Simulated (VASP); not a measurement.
# TiC3 (Pm-3m) in VASP: a series of runs

The runs below take TiC3 through single point, relaxation of cell and atoms, with PBE.

Program: VASP 6.6.1. These are calculated values, not measurements. Logs are shortened: lines on timing, memory, paths and dates and some standing lists are left out, and cuts for length are marked.

### 1 The cell of the first run

Symmetry: Pm-3m, No. 221, cubic system. Conventional cell: a = 3.709 Å, b = 3.709 Å, c = 3.709 Å, α = 90.00°, β = 90.00°, γ = 90.00°. Ti (site symmetry m-3m) has 6 C at 1.85 Å within 2.5 Å. C (site symmetry 4/mmm) has 2 Ti at 1.85 Å within 2.5 Å.

The cell was built from a structure type or drawn by symmetry, and may not be a known phase.

### 2 Single point, PBE

File INCAR:

```
ALGO = Normal
EDIFF = 1E-6
ENCUT = 520
GGA = PE
ISIF = 2
ISMEAR = 0
LASPH = True
LCHARG = True
LELF = True
LREAL = False
LVHAR = True
LWAVE = False
NBANDS = 20
NELM = 100
PREC = Accurate
SIGMA = 0.1
```

File KPOINTS:

```
k-points
0
Gamma
  6 6 6
```

File POSCAR:

```
TiC3
1.0
    3.7087579100      0.0000000000      0.0000000000
    0.0000000000      3.7087579100      0.0000000000
    0.0000000000      0.0000000000      3.7087579100
Ti C
1 3
Direct
    0.0000000000      0.0000000000      0.0000000000
    0.5000000000      0.0000000000      0.0000000000
    0.0000000000      0.5000000000      0.0000000000
    0.0000000000      0.0000000000      0.5000000000
```

Potentials or basis: VASP PAW PBE potentials, release 64 (Ti_sv, C).

On the command line:

```bash
$ cat potpaw_PBE.64/Ti_sv/POTCAR potpaw_PBE.64/C/POTCAR > POTCAR
$ mpirun -np 1 vasp_std > vasp.out
```

OUTCAR:

```text
EDIFF = 1E-6
   ENCUT = 520
   GGA = PE
   ISIF = 2
   ISMEAR = 0
   LASPH = True
   LREAL = False
   NELM = 100
   PREC = Accurate

 ion  position               nearest neighbor table
   1  0.000  0.000  0.000-   2 1.85   3 1.85   4 1.85   4 1.85   3 1.85   2 1.85
   2  0.500  0.000  0.000-   1 1.85   1 1.85
   3  0.000  0.500  0.000-   1 1.85   1 1.85
   4  0.000  0.000  0.500-   1 1.85   1 1.85

  LATTYP: Found a simple cubic cell.
 ALAT       =     3.7087579100

  Lattice vectors:

 A1 = (   3.7087579100,   0.0000000000,   0.0000000000)
 A2 = (   0.0000000000,   3.7087579100,   0.0000000000)
 A3 = (   0.0000000000,   0.0000000000,   3.7087579100)

Analysis of symmetry for initial positions (statically):
=====================================================================
 Subroutine PRICEL returns:
 Original cell was already a primitive cell.

 Routine SETGRP: Setting up the symmetry group for a
 simple cubic supercell.

 Subroutine GETGRP returns: Found 48 space group operations
 (whereof 48 operations were pure point group operations)
 out of a pool of 48 trial point group operations.

The static configuration has the point symmetry O_h .

Analysis of symmetry for dynamics (positions and initial velocities):
=====================================================================
 Subroutine PRICEL returns:
 Original cell was already a primitive cell.

 Routine SETGRP: Setting up the symmetry group for a
 simple cubic supercell.

 Subroutine GETGRP returns: Found 48 space group operations
 (whereof 48 operations were pure point group operations)
 out of a pool of 48 trial point group operations.

The dynamic configuration has the point symmetry O_h .

 Subroutine INISYM returns: Found 48 space group operations
 (whereof 48 operations are pure point group operations),
 and found     1 'primitive' translations

----------------------------------------------------------------------------------------

                                     Primitive cell

  volume of cell :      51.0135

  direct lattice vectors                    reciprocal lattice vectors
     3.708757910  0.000000000  0.000000000     0.269632050  0.000000000  0.000000000
     0.000000000  3.708757910  0.000000000     0.000000000  0.269632050  0.000000000
     0.000000000  0.000000000  3.708757910     0.000000000  0.000000000  0.269632050

  length of vectors
     3.708757910  3.708757910  3.708757910     0.269632050  0.269632050  0.269632050

  position of ions in fractional coordinates (direct lattice)
     0.000000000  0.000000000  0.000000000
     0.500000000  0.000000000  0.000000000
     0.000000000  0.500000000  0.000000000
     0.000000000  0.000000000  0.500000000

  ion indices of the primitive-cell ions
   primitive index   ion index
                 1           1
                 2           2
                 3           3
                 4           4

----------------------------------------------------------------------------------------

 KPOINTS: k-points

Automatic generation of k-mesh.
 Grid dimensions read from file:
 generate k-points for:    6    6    6

 Generating k-lattice:

  Cartesian coordinates                     Fractional coordinates (reciprocal lattice)
     0.044938675  0.000000000  0.000000000     0.166666667  0.000000000  0.000000000
     0.000000000  0.044938675  0.000000000     0.000000000  0.166666667  0.000000000
     0.000000000  0.000000000  0.044938675     0.000000000  0.000000000  0.166666667

  Length of vectors
     0.044938675  0.044938675  0.044938675

  Shift w.r.t. Gamma in fractional coordinates (k-lattice)
     0.000000000  0.000000000  0.000000000

 Subroutine IBZKPT returns following result:
 ===========================================

 Found     20 irreducible k-points:

 Following reciprocal coordinates:
            Coordinates               Weight
  0.000000  0.000000  0.000000      1.000000
  0.166667  0.000000  0.000000      6.000000
  0.333333  0.000000  0.000000      6.000000
  0.500000  0.000000  0.000000      3.000000
  0.166667  0.166667  0.000000     12.000000
  0.333333  0.166667  0.000000     24.000000
[... 12 lines left out ...]
  0.500000  0.500000  0.333333      6.000000
  0.500000  0.500000  0.500000      1.000000
   k-points           NKPTS =     20   k-points in BZ     NKDIM =     20   number of bands    NBANDS=     20
   number of dos      NEDOS =    301   number of ions     NIONS =      4
   total plane-waves  NPLWV =  21952
   dimension x,y,z NGX =    28 NGY =   28 NGZ =   28
   dimension x,y,z NGXF=    56 NGYF=   56 NGZF=   56
   ions per type =               1   3
   NGX,Y,Z   is equivalent  to a cutoff of  12.55, 12.55, 12.55 a.u.
   NGXF,Y,Z  is equivalent  to a cutoff of  25.10, 25.10, 25.10 a.u.
 SYSTEM =  unknown system
   PREC   = accura    normal or accurate (medium, high low for compatibility)
   ISTART =      0    job   : 0-new  1-cont  2-samecut
   ICHARG =      2    charge: 1-file 2-atom 10-const
   ISPIN  =      1    spin polarized calculation?
   LNONCOLLINEAR =      F non collinear calculations
   LSORBIT =      F    spin-orbit coupling
   LASPH  =      T    aspherical Exc in radial PAW
   ENCUT  =  520.0 eV  38.22 Ry    6.18 a.u.   6.90  6.90  6.90*2*pi/ulx,y,z
   NELM   =    100;   NELMIN=  2; NELMDL= -5     # of ELM steps
   EDIFF  = 0.1E-05   stopping-criterion for ELM
   LREAL  =      F    real-space projection
   EDIFFG = 0.1E-04   stopping-criterion for IOM
   NSW    =      0    number of steps for IOM
   IBRION =     -1    ionic relax: 0-MD 1-quasi-New 2-CG
   NFREE  =      0    steps in history (QN), initial steepest desc. (CG)
   ISIF   =      2    stress and relaxation
   ISYM   =      2    0-nonsym 1-usesym 2-fastsym
   POTIM  = 0.5000    time-step for ionic-motion
   TEBEG  =    0.0;   TEEND  =   0.0 temperature during run
   PSTRESS=    0.0 pullay stress
   NELECT =      24.0000    total number of electrons
   NUPDOWN=      -1.0000    fix difference up-down
   EMIN   =  10.00;   EMAX   =-10.00  energy-range for DOS
   EFERMI =   0.00;   METHOD = LEGACY
   ISMEAR =     0;   SIGMA  =   0.10  broadening in eV -4-tet -1-fermi 0-gaus
   EFERMI_NEDOS =   21; number of points for ismear=-14 and -15
   IALGO  =     38    algorithm
   IMIX   =      4    mixing-type and parameters
     AMIX     =   0.40;   BMIX     =  1.00
     AMIX_MAG =   1.60;   BMIX_MAG =  1.00
  volume/ion in A,a.u.               =      12.75        86.06
  Fermi-wavevector in a.u.,A,eV,Ry     =   1.273259  2.406111 22.057609  1.621189
  Thomas-Fermi vector in A             =   2.406092
   LORBIT       =      0    0 simple, 1 ext, 2 COOP (PROOUT), +10 PAW based schemes
   GGA     = PE    functional components
   LHFCALC =     F    Hartree Fock is set to
   AEXX    =    0.0000 exact exchange contribution
   IVDW    =     0    specifies the selected vdW correction
   LEPSILON=     F    determine dielectric tensor
   LRPA    =     F    only Hartree local field effects (RPA)
 non-spin polarized calculation
 Gauss-broadening in eV      SIGMA  =   0.10
  energy-cutoff  :      520.00
  volume of cell :       51.01
 maximum number of plane-waves:      1406
 NGX is ok and might be reduce to    28
   NGX = 13   NGY = 13   NGZ = 13

 number of electron      23.9999994 magnetization

 Free energy of the ion-electron system (eV)
  ---------------------------------------------------
  ext. energy  EPLUGINS =         0.00000000
  ---------------------------------------------------
  free energy    TOTEN  =       -23.44328055 eV

  energy without entropy =      -23.44154007  energy(sigma->0) =      -23.44241031

 E-fermi :   3.0453     XC(G=0): -10.0120

 val. band max:        2.9453153474   @ k =   0.1667   0.1667   0.0000
 cond. band min:       3.2075542743   @ k =   0.5000   0.5000   0.1667
 fundamental gap:      0.2622389269
 Fermi energy:         3.0452987280

 k-point     1 :       0.0000    0.0000    0.0000
  band No.  band energies     occupation
      1     -51.3196      2.00000
      2     -27.9270      2.00000
      3     -27.9270      2.00000
      4     -27.9270      2.00000
      5      -8.6494      2.00000
      6      -5.5474      2.00000
[... 12 lines left out ...]
     19       6.4483      0.00000
     20      10.7949      0.00000

 k-point     2 :       0.1667    0.0000    0.0000
  band No.  band energies     occupation
      1     -51.3194      2.00000
      2     -27.9390      2.00000
      3     -27.9252      2.00000
      4     -27.9252      2.00000
      5      -8.4198      2.00000
      6      -5.5114      2.00000
[... 12 lines left out ...]
     19       7.5296      0.00000
     20      10.8755      0.00000

 k-point     3 :       0.3333    0.0000    0.0000
  band No.  band energies     occupation
      1     -51.3191      2.00000
      2     -27.9629      2.00000
      3     -27.9214      2.00000
      4     -27.9214      2.00000
      5      -7.8972      2.00000
      6      -5.4372      2.00000
[... 12 lines left out ...]
     19       9.1081      0.00000
     20      10.9990      0.00000

 k-point     4 :       0.5000    0.0000    0.0000
  band No.  band energies     occupation
      1     -51.3189      2.00000
      2     -27.9747      2.00000
      3     -27.9196      2.00000
      4     -27.9196      2.00000
      5      -7.5907      2.00000
      6      -5.3991      2.00000
[... 12 lines left out ...]
     19       9.8183      0.00000
     20      11.0473      0.00000

 k-point     5 :       0.1667    0.1667    0.0000
  band No.  band energies     occupation
      1     -51.3192      2.00000
      2     -27.9374      2.00000
      3     -27.9367      2.00000
      4     -27.9233      2.00000
      5      -8.1839      2.00000
      6      -5.4640      2.00000
[... 12 lines left out ...]
     19       7.8387      0.00000
     20      11.4971      0.00000

 k-point     6 :       0.3333    0.1667    0.0000
  band No.  band energies     occupation
      1     -51.3189      2.00000
      2     -27.9607      2.00000
      3     -27.9331      2.00000
      4     -27.9196      2.00000
      5      -7.6460      2.00000
      6      -5.3729      2.00000
[... 12 lines left out ...]
     19       9.1168      0.00000
     20      11.7771      0.00000

 k-point     7 :       0.5000    0.1667    0.0000
  band No.  band energies     occupation
      1     -51.3187      2.00000
      2     -27.9725      2.00000
      3     -27.9312      2.00000
      4     -27.9177      2.00000
      5      -7.3297      2.00000
      6      -5.3206      2.00000
[... 12 lines left out ...]
     19       9.8247      0.00000
     20      11.8415      0.00000
[... 185 lines left out ...]
 k-point    16 :       0.5000    0.5000    0.1667
  band No.  band energies     occupation
      1     -51.3182      2.00000
      2     -27.9635      2.00000
      3     -27.9635      2.00000
      4     -27.9234      2.00000
      5      -6.0814      2.00000
      6      -4.7865      2.00000
[... 12 lines left out ...]
     19       9.8536      0.00000
     20      12.4681      0.00000

 k-point    17 :       0.3333    0.3333    0.3333
  band No.  band energies     occupation
      1     -51.3181      2.00000
      2     -27.9508      2.00000
      3     -27.9497      2.00000
      4     -27.9497      2.00000
      5      -6.0599      2.00000
      6      -4.8770      2.00000
[... 12 lines left out ...]
     19       9.4756      0.00000
     20      11.8777      0.00000

 k-point    18 :       0.5000    0.3333    0.3333
  band No.  band energies     occupation
      1     -51.3180      2.00000
      2     -27.9613      2.00000
      3     -27.9483      2.00000
      4     -27.9476      2.00000
      5      -5.6207      2.00000
      6      -4.7813      2.00000
[... 12 lines left out ...]
     19       9.8700      0.00000
     20      11.4161      0.00000

 k-point    19 :       0.5000    0.5000    0.3333
  band No.  band energies     occupation
      1     -51.3178      2.00000
      2     -27.9591      2.00000
      3     -27.9591      2.00000
      4     -27.9458      2.00000
      5      -5.1409      2.00000
      6      -4.5681      2.00000
[... 12 lines left out ...]
     19       9.9124      0.00000
     20      10.9076      0.00000

 k-point    20 :       0.5000    0.5000    0.5000
  band No.  band energies     occupation
      1     -51.3177      2.00000
      2     -27.9569      2.00000
      3     -27.9569      2.00000
      4     -27.9569      2.00000
      5      -4.4319      2.00000
      6      -4.4319      2.00000
[... 12 lines left out ...]
     19      10.0695      0.00000
     20      10.2063      0.00000

------------------------ aborting loop because EDIFF is reached ----------------------------------------

  FORCE on cell =-STRESS in cart. coord.  units (eV):
  Direction    XX          YY          ZZ          XY          YZ          ZX
  --------------------------------------------------------------------------------------
  -------------------------------------------------------------------------------------
  Total       10.4287244     10.4287244     10.4287244      0.0000000      0.0000000     -0.0000000
  in kB      327.5339461    327.5339461    327.5339461      0.0000000      0.0000000     -0.0000000
  external PRESSURE =     327.5339461 kB  Pullay stress =       0.0000000 kB

 VOLUME and BASIS-vectors are now :
 -----------------------------------------------------------------------------
  energy-cutoff  :      520.00
  volume of cell :       51.01
      direct lattice vectors                 reciprocal lattice vectors
     3.708757910  0.000000000  0.000000000     0.269632050  0.000000000  0.000000000
     0.000000000  3.708757910  0.000000000     0.000000000  0.269632050  0.000000000
     0.000000000  0.000000000  3.708757910     0.000000000  0.000000000  0.269632050

 POSITION                                       TOTAL-FORCE (eV/Angst)
 -----------------------------------------------------------------------------------
      0.00000      0.00000      0.00000         0.000000      0.000000      0.000000
      1.85438      0.00000      0.00000         0.000000      0.000000      0.000000
      0.00000      1.85438      0.00000         0.000000      0.000000      0.000000
      0.00000      0.00000      1.85438         0.000000      0.000000      0.000000
 -----------------------------------------------------------------------------------
    total drift:                               -0.000000     -0.000000     -0.000000

  FREE ENERGIE OF THE ION-ELECTRON SYSTEM (eV)
  ---------------------------------------------------
  free  energy   TOTEN  =       -23.4432805540 eV

  energy  without entropy=      -23.4415400702  energy(sigma->0) =      -23.44241031
```

Wall time 16 s (1 thread of Intel Xeon 8259CL, shared host); peak memory 0.16 GiB.

What came out:

```yaml
Free_energy: -23.4433 eV
Pressure: 32.8 GPa
Band_gap_on_the_k_mesh: zero (bands 12 and 13 overlap by 4.71 eV)
```

Levels at points of the mesh, in eV from the Fermi level:
```tsv
k point	band 8	band 9	band 10	band 11	band 12	band 13	band 14	band 15	band 16	band 17
(0.00, 0.00, 0.00)	-1.50	-1.50	-1.50	1.65	1.65	1.65	2.80	2.80	2.80	3.40
(0.50, 0.00, 0.00)	-3.19	-1.48	-1.48	-0.46	-0.46	0.18	0.73	2.89	3.02	3.02
(0.50, 0.50, 0.00)	-4.40	-3.25	-3.10	-1.34	-1.34	0.60	0.60	1.40	3.91	6.79
(0.50, 0.50, 0.50)	-4.15	-4.15	-4.15	-3.43	-3.06	-3.06	3.95	3.95	3.95	7.02
```

Caveat: the cell stands under pressure.

### 3 Single point, PBE

This run uses another cell than the first one, of 16.71 Å³/atom.

File INCAR:

```
SYSTEM = TiC3
  PREC = Accurate
  ENCUT = 520
  EDIFF = 1E-7
  ISMEAR = 0
  SIGMA = 0.1
  LREAL = .FALSE.
  LASPH = .TRUE.
  NELM = 100
  ALGO = Normal
  ISIF = 2
  LWAVE = .FALSE.
  LCHARG = .TRUE.
  GGA = PE
  LELF = .TRUE.
  LVHAR = .TRUE.
  NBANDS = 20
```

File KPOINTS:

```
regular mesh
0
G
  6 6 6
  0 0 0
```

File POSCAR:

```
TiC3
1.0
    4.0583111210      0.0000000000      0.0000000000
    0.0000000000      4.0583111210      0.0000000000
    0.0000000000      0.0000000000      4.0583111210
Ti C
1 3
Direct
    0.0000000000      0.0000000000      0.0000000000
    0.5000000000      0.0000000000      0.0000000000
    0.0000000000      0.5000000000      0.0000000000
    0.0000000000      0.0000000000      0.5000000000
```

Potentials or basis: VASP PAW PBE potentials, release 64 (Ti_sv, C).

On the command line:

```bash
$ cat potpaw_PBE.64/Ti_sv/POTCAR potpaw_PBE.64/C/POTCAR > POTCAR
$ mpirun -np 1 vasp_std > vasp.out
```

It took 27 s on 1 thread of Intel Xeon 8259CL, shared host; peak memory 0.18 GiB.

The run converged. Its results:

- Free energy: -24.7815 eV
- Pressure: 0.0 GPa
- Band gap on the k mesh: zero (bands 12 and 13 overlap by 3.71 eV)

Levels at points of the mesh, in eV from the Fermi level:
```tsv
k point	band 8	band 9	band 10	band 11	band 12	band 13	band 14	band 15	band 16	band 17
(0.00, 0.00, 0.00)	-1.23	-1.23	-1.23	1.64	1.64	1.64	2.66	2.67	2.67	2.74
(0.50, 0.00, 0.00)	-2.35	-0.63	-0.63	-0.48	-0.48	0.24	1.04	2.39	2.39	2.79
(0.50, 0.50, 0.00)	-2.86	-2.65	-2.09	-0.53	-0.53	0.65	0.73	0.73	3.24	5.43
(0.50, 0.50, 0.50)	-3.14	-2.69	-2.69	-2.69	-2.07	-2.07	3.27	3.27	3.27	5.66
```

(Part 1 of 2 ends here.)
